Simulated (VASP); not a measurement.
# Ti (C2/m) in VASP: single point with r2SCAN

Aim: the single point of Ti with r2SCAN.

Program: VASP 6.6.1. These are calculated values, not measurements. Logs are shortened: lines on timing, memory, paths and dates and some standing lists are left out, and cuts for length are marked.

## (1) The cell of the first run

The typed cell holds 1 atom: a = 2.841 Å, b = 2.841 Å, c = 2.923 Å, α = 60.95°, β = 60.95°, γ = 90.00°.

## (2) Single point, r2SCAN

The input, POSCAR:

```
Ti
1.0
    2.8405558507     -0.0000000284     -0.0004019589
   -0.0000000284      2.8405558507     -0.0004019589
    1.4199789816      1.4199789816      2.1245350671
Ti
1
Direct
    0.0000000000      0.0000000000      0.0000000000
```

The input, INCAR.step1:

```
ALGO = Normal
EDIFF = 1E-4
ENCUT = 520
GGA = PE
ISMEAR = 0
LASPH = True
LCHARG = False
LREAL = False
LWAVE = True
NBANDS = 12
NELM = 80
PREC = Accurate
SIGMA = 0.1
```

The input, INCAR.step2:

```
ALGO = Normal
EDIFF = 1E-6
ENCUT = 520
ISIF = 2
ISMEAR = 0
ISTART = 1
LASPH = True
LCHARG = True
LELF = True
LMIXTAU = True
LREAL = False
LVHAR = True
LWAVE = False
METAGGA = R2SCAN
NBANDS = 12
NELM = 80
PREC = Accurate
SIGMA = 0.1
```

The input, KPOINTS:

```
k-points
0
Gamma
  12 12 16
```

Potentials or basis: VASP PAW PBE potentials, release 64 (Ti_sv).

Run with:

```bash
> cat potpaw_PBE.64/Ti_sv/POTCAR > POTCAR
> cp INCAR.step1 INCAR
> mpirun -np 1 vasp_std > vasp.out
> cp INCAR.step2 INCAR
> mpirun -np 1 vasp_std > vasp.out
```

OUTCAR:

```text
EDIFF = 1E-6
   ENCUT = 520
   ISIF = 2
   ISMEAR = 0
   ISTART = 1
   LASPH = True
   LREAL = False
   METAGGA = R2SCAN
   NELM = 80
   PREC = Accurate

 ion  position               nearest neighbor table
   1  0.000  0.000  0.000-

  LATTYP: Found a base centered monoclinic cell.
 ALAT       =     4.0171526490
 B/A-ratio  =     1.0000000000
 C/A-ratio  =     0.7277320311
 COS(beta)  =    -0.6867760178

  Lattice vectors:

 A1 = (  -2.8405558507,   0.0000000284,   0.0004019589)
 A2 = (   0.0000000284,  -2.8405558507,   0.0004019589)
 A3 = (   1.4199789816,   1.4199789816,   2.1245350671)

Analysis of symmetry for initial positions (statically):
=====================================================================
 Subroutine PRICEL returns:
 Original cell was already a primitive cell.

 Routine SETGRP: Setting up the symmetry group for a
 base centered monoclinic supercell.

 Subroutine GETGRP returns: Found  4 space group operations
 (whereof  4 operations were pure point group operations)
 out of a pool of  4 trial point group operations.

The static configuration has the point symmetry C_2h.

Analysis of symmetry for dynamics (positions and initial velocities):
=====================================================================
 Subroutine PRICEL returns:
 Original cell was already a primitive cell.

 Routine SETGRP: Setting up the symmetry group for a
 base centered monoclinic supercell.

 Subroutine GETGRP returns: Found  4 space group operations
 (whereof  4 operations were pure point group operations)
 out of a pool of  4 trial point group operations.

The dynamic configuration has the point symmetry C_2h.

 Subroutine INISYM returns: Found  4 space group operations
 (whereof  4 operations are pure point group operations),
 and found     1 'primitive' translations

----------------------------------------------------------------------------------------

                                     Primitive cell

  volume of cell :      17.1456

  direct lattice vectors                    reciprocal lattice vectors
     2.840555851 -0.000000028 -0.000401959     0.352010484 -0.000033286 -0.235251576
    -0.000000028  2.840555851 -0.000401959    -0.000033286  0.352010484 -0.235251576
     1.419978982  1.419978982  2.124535067     0.000066594  0.000066594  0.470602200

  length of vectors
     2.840555879  2.840555879  2.923410657     0.423384796  0.423384796  0.470602210

  position of ions in fractional coordinates (direct lattice)
     0.000000000  0.000000000  0.000000000

  ion indices of the primitive-cell ions
   primitive index   ion index
                 1           1

----------------------------------------------------------------------------------------

 KPOINTS: k-points

Automatic generation of k-mesh.
 Grid dimensions read from file:
 generate k-points for:   12   12   16

 Generating k-lattice:

  Cartesian coordinates                     Fractional coordinates (reciprocal lattice)
     0.029334207 -0.000002774 -0.019604298     0.083333333 -0.000000000  0.000000000
    -0.000002774  0.029334207 -0.019604298    -0.000000000  0.083333333  0.000000000
     0.000004162  0.000004162  0.029412638    -0.000000000 -0.000000000  0.062500000

  Length of vectors
     0.035282066  0.035282066  0.029412638

  Shift w.r.t. Gamma in fractional coordinates (k-lattice)
     0.000000000  0.000000000  0.000000000

 Subroutine IBZKPT returns following result:
 ===========================================

 Found    632 irreducible k-points:

 Following reciprocal coordinates:
            Coordinates               Weight
  0.000000  0.000000  0.000000      1.000000
  0.083333  0.000000  0.000000      4.000000
  0.166667  0.000000  0.000000      4.000000
  0.250000  0.000000  0.000000      4.000000
  0.333333  0.000000  0.000000      4.000000
  0.416667  0.000000  0.000000      4.000000
[... 16 lines left out ...]
  0.500000  0.166667  0.000000      4.000000
 -0.416667  0.166667 -0.000000      4.000000
 [... further k-points ...]
   k-points           NKPTS =    632   k-points in BZ     NKDIM =    632   number of bands    NBANDS=     12
   number of dos      NEDOS =    301   number of ions     NIONS =      1
   total plane-waves  NPLWV =  13824
   dimension x,y,z NGX =    24 NGY =   24 NGZ =   24
   dimension x,y,z NGXF=    48 NGYF=   48 NGZF=   48
   ions per type =               1
   NGX,Y,Z   is equivalent  to a cutoff of  14.05, 14.05, 13.65 a.u.
   NGXF,Y,Z  is equivalent  to a cutoff of  28.09, 28.09, 27.30 a.u.
 SYSTEM =  unknown system
   PREC   = accura    normal or accurate (medium, high low for compatibility)
   ISTART =      1    job   : 0-new  1-cont  2-samecut
   ICHARG =      0    charge: 1-file 2-atom 10-const
   ISPIN  =      1    spin polarized calculation?
   LNONCOLLINEAR =      F non collinear calculations
   LSORBIT =      F    spin-orbit coupling
   LASPH  =      T    aspherical Exc in radial PAW
   ENCUT  =  520.0 eV  38.22 Ry    6.18 a.u.   5.28  5.28  5.44*2*pi/ulx,y,z
   NELM   =     80;   NELMIN=  2; NELMDL=  0     # of ELM steps
   EDIFF  = 0.1E-05   stopping-criterion for ELM
   LREAL  =      F    real-space projection
   EDIFFG = 0.1E-04   stopping-criterion for IOM
   NSW    =      0    number of steps for IOM
   IBRION =     -1    ionic relax: 0-MD 1-quasi-New 2-CG
   NFREE  =      0    steps in history (QN), initial steepest desc. (CG)
   ISIF   =      2    stress and relaxation
   ISYM   =      2    0-nonsym 1-usesym 2-fastsym
   POTIM  = 0.5000    time-step for ionic-motion
   TEBEG  =    0.0;   TEEND  =   0.0 temperature during run
   PSTRESS=    0.0 pullay stress
   NELECT =      12.0000    total number of electrons
   NUPDOWN=      -1.0000    fix difference up-down
   EMIN   =  10.00;   EMAX   =-10.00  energy-range for DOS
   EFERMI =   0.00;   METHOD = LEGACY
   ISMEAR =     0;   SIGMA  =   0.10  broadening in eV -4-tet -1-fermi 0-gaus
   EFERMI_NEDOS =   21; number of points for ismear=-14 and -15
   IALGO  =     38    algorithm
   IMIX   =      4    mixing-type and parameters
     AMIX     =   0.40;   BMIX     =  1.00
     AMIX_MAG =   1.60;   BMIX_MAG =  1.00
  volume/ion in A,a.u.               =      17.15       115.70
  Fermi-wavevector in a.u.,A,eV,Ry     =   1.453509  2.746733 28.744864  2.112688
  Thomas-Fermi vector in A             =   2.570767
   LORBIT       =      0    0 simple, 1 ext, 2 COOP (PROOUT), +10 PAW based schemes
   METAGGA = R2SCAN    functional components
   LHFCALC =     F    Hartree Fock is set to
   AEXX    =    0.0000 exact exchange contribution
   IVDW    =     0    specifies the selected vdW correction
   LEPSILON=     F    determine dielectric tensor
   LRPA    =     F    only Hartree local field effects (RPA)
 non-spin polarized calculation
 Gauss-broadening in eV      SIGMA  =   0.10
  energy-cutoff  :      520.00
  volume of cell :       17.15
 maximum number of plane-waves:       477
 NGX is ok and might be reduce to    24
   NGX = 11   NGY = 11   NGZ = 11

 number of electron      12.0000002 magnetization

 Free energy of the ion-electron system (eV)
  ---------------------------------------------------
  ext. energy  EPLUGINS =         0.00000000
  ---------------------------------------------------
  free energy    TOTEN  =       -12.87886611 eV

  energy without entropy =      -12.87198965  energy(sigma->0) =      -12.87542788

 E-fermi :   8.3696     XC(G=0): -12.4777

 val. band max:        8.3680055983   @ k =   0.2500   0.0833   0.3125
 cond. band min:       8.3830694763   @ k =  -0.0833  -0.0000   0.1250
 fundamental gap:      0.0150638780
 Fermi energy:         8.3695801607

 k-point     1 :       0.0000    0.0000    0.0000
  band No.  band energies     occupation
      1     -50.6546      2.00000
      2     -25.4439      2.00000
      3     -25.4410      2.00000
      4     -25.4406      2.00000
      5       1.8736      2.00000
      6       9.0842      0.00000
      7       9.5480      0.00000
      8       9.5483      0.00000
      9      10.9235      0.00000
     10      11.4604      0.00000
     11      24.2791      0.00000
     12      28.2289      0.00000

 k-point     2 :       0.0833    0.0000    0.0000
  band No.  band energies     occupation
      1     -50.6456      2.00000
      2     -25.4921      2.00000
      3     -25.4512      2.00000
      4     -25.4452      2.00000
      5       2.1090      2.00000
      6       9.0801      0.00000
      7       9.4781      0.00000
      8       9.6319      0.00000
      9      10.8876      0.00000
     10      11.3909      0.00000
     11      24.4498      0.00000
     12      27.3569      0.00000

 k-point     3 :       0.1667    0.0000    0.0000
  band No.  band energies     occupation
      1     -50.6209      2.00000
      2     -25.6293      2.00000
      3     -25.4727      2.00000
      4     -25.4572      2.00000
      5       2.7786      2.00000
      6       8.8404      0.00000
      7       9.4855      0.00000
      8       9.8189      0.00000
      9      10.8912      0.00000
     10      11.2654      0.00000
     11      24.1427      0.00000
     12      25.5517      0.00000

 k-point     4 :       0.2500    0.0000    0.0000
  band No.  band energies     occupation
      1     -50.5869      2.00000
      2     -25.8135      2.00000
      3     -25.5020      2.00000
      4     -25.4735      2.00000
      5       3.7587      2.00000
      6       8.4740      0.13960
      7       9.4509      0.00000
      8       9.9027      0.00000
      9      11.1668      0.00000
     10      11.3203      0.00000
     11      21.9787      0.00000
     12      25.0407      0.00000

 k-point     5 :       0.3333    0.0000    0.0000
  band No.  band energies     occupation
      1     -50.5528      2.00000
      2     -25.9942      2.00000
      3     -25.5310      2.00000
      4     -25.4897      2.00000
      5       4.7838      2.00000
      6       8.3227      1.49266
      7       9.2869      0.00000
      8       9.7798      0.00000
      9      11.6494      0.00000
     10      11.6818      0.00000
     11      19.6933      0.00000
     12      24.3108      0.00000
[... 228 lines left out ...]
      1     -50.5190      2.00000
      2     -26.0275      2.00000
      3     -25.6620      2.00000
      4     -25.5475      2.00000
      5       5.9146      2.00000
      6       8.0575      1.99999
      7       8.8541      0.00000
      8       9.8597      0.00000
      9      11.4544      0.00000
     10      13.0871      0.00000
     11      18.7468      0.00000
     12      23.0471      0.00000

 k-point    22 :       0.4167    0.1667    0.0000
  band No.  band energies     occupation
      1     -50.5040      2.00000
      2     -26.1004      2.00000
      3     -25.6572      2.00000
      4     -25.5733      2.00000
      5       6.2786      2.00000
      6       7.9043      2.00000
      7       8.9986      0.00000
      8       9.7903      0.00000
      9      12.0323      0.00000
     10      13.5152      0.00000
     11      17.1690      0.00000
     12      23.1735      0.00000

 k-point    23 :       0.5000    0.1667    0.0000
  band No.  band energies     occupation
      1     -50.5050      2.00000
      2     -26.1025      2.00000
      3     -25.6320      2.00000
      4     -25.5874      2.00000
      5       6.2039      2.00000
      6       7.7856      2.00000
      7       9.0429      0.00000
      8       9.8336      0.00000
      9      12.3207      0.00000
     10      13.1902      0.00000
     11      17.3359      0.00000
     12      23.5071      0.00000

 k-point    24 :      -0.4167    0.1667   -0.0000
  band No.  band energies     occupation
      1     -50.5216      2.00000
      2     -26.0304      2.00000
      3     -25.5958      2.00000
      4     -25.5866      2.00000
      5       5.6898      2.00000
      6       7.7434      2.00000
      7       9.1071      0.00000
      8       9.9571      0.00000
      9      12.1707      0.00000
     10      12.2816      0.00000
     11      19.1056      0.00000
     12      24.0552      0.00000

 [... further k-points ...]
[... 5 lines left out ...]
  --------------------------------------------------------------------------------------
  -------------------------------------------------------------------------------------
  Total        0.2523136      0.2523136      0.0367472     -0.0036489      0.0000143      0.0000143
  in kB       23.5775419     23.5775419      3.4338566     -0.3409708      0.0013392      0.0013397
  external PRESSURE =      16.8629801 kB  Pullay stress =       0.0000000 kB

 VOLUME and BASIS-vectors are now :
 -----------------------------------------------------------------------------
  energy-cutoff  :      520.00
  volume of cell :       17.15
      direct lattice vectors                 reciprocal lattice vectors
     2.840555851 -0.000000028 -0.000401959     0.352010484 -0.000033286 -0.235251576
    -0.000000028  2.840555851 -0.000401959    -0.000033286  0.352010484 -0.235251576
     1.419978982  1.419978982  2.124535067     0.000066594  0.000066594  0.470602200

 POSITION                                       TOTAL-FORCE (eV/Angst)
 -----------------------------------------------------------------------------------
      0.00000      0.00000      0.00000         0.000000      0.000000      0.000000
 -----------------------------------------------------------------------------------
    total drift:                                0.000000      0.000000      0.000000

  FREE ENERGIE OF THE ION-ELECTRON SYSTEM (eV)
  ---------------------------------------------------
  free  energy   TOTEN  =       -12.8788661076 eV

  energy  without entropy=      -12.8719896534  energy(sigma->0) =      -12.87542788
```

Wall time 6 min (1 thread of Intel Xeon 8259CL, shared host); peak memory 0.25 GiB.

Results:

```
Free energy            : -12.8789 eV
Pressure               : 1.7 GPa
Band gap on the k mesh : zero (bands 6 and 7 overlap by 1.39 eV)
```

Levels at points of the mesh, in eV from the Fermi level:
| k point | band 4 | band 5 | band 6 | band 7 | band 8 | band 9 |
| --- | --- | --- | --- | --- | --- | --- |
| (0.00, 0.00, 0.00) | -33.81 | -6.50 | 0.71 | 1.18 | 1.18 | 2.55 |
| (0.50, 0.00, 0.00) | -33.88 | -2.73 | 0.49 | 0.69 | 1.19 | 3.78 |
| (0.50, 0.50, 0.00) | -34.04 | -2.70 | -1.84 | 3.26 | 3.91 | 3.95 |
| (0.00, 0.00, 0.50) | -34.02 | -2.70 | -1.70 | 2.14 | 3.97 | 4.11 |
| (0.50, 0.00, 0.50) | -33.88 | -2.73 | 0.50 | 0.69 | 1.19 | 3.79 |
| (0.50, 0.50, 0.50) | -34.04 | -2.70 | -1.84 | 3.26 | 3.91 | 3.95 |

Caveat: the PAW data sets were made with another functional, which shifts forces and pressure a little.
